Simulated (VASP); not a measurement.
Wanted: the native input for a VASP 6.6.1 run.

```yaml
Task: single point
Functional: PBE
Potentials_or_basis: VASP PAW PBE potentials, release 64 (Ag)
Cutoff: 520 eV
k_mesh: 24 × 24 × 12
Occupations: gaussian, width 0.1 eV
Spin: no spin polarisation
Dipole_correction: no
Further_INCAR_settings: ALGO = Fast; EDIFF = 1e-07; NBANDS = 18
```

The structure of Ag lies in POSCAR:

```
Ag
1.0
    3.0226311347      0.0000000000      0.0000000000
   -1.5113155674      2.6176753489      0.0000000000
    0.0000000000      0.0000000000      4.7115456899
Ag
2
Direct
    0.3333333333      0.6666666667      0.2500000000
    0.6666666667      0.3333333333      0.7500000000
```

This cell differs from its parent crystal: biaxial strain in the a-b plane: +3.0 %.

One way to write it, as run:

INCAR

```
PREC = Accurate
ENCUT = 520
EDIFF = 1E-7
ISMEAR = 0
SIGMA = 0.1
LREAL = F
LASPH = T
NELM = 60
ALGO = Fast
ISIF = 2
LWAVE = F
LCHARG = F
GGA = PE
NBANDS = 18
```

KPOINTS

```
Automatic mesh
0
Gamma
  24 24 12
```

Potentials or basis: VASP PAW PBE potentials, release 64 (Ag).

Command:

```bash
$ cat potpaw_PBE.64/Ag/POTCAR > POTCAR
$ mpirun -np 1 vasp_std > vasp.out
```

Results of the run:

- Pressure: -3.0 GPa
- Band gap on the k mesh: zero (band 11 reaches 10.93 eV, above the bottom of band 12 at 3.94 eV)

Caveat: the cell differs from its parent crystal (biaxial strain in the a-b plane: +3.0 %).

Wall time 2.6 min on 1 thread of Intel(R) Xeon(R) Platinum 8488C (Sapphire Rapids), on a shared host, peak memory 0.34 GiB.
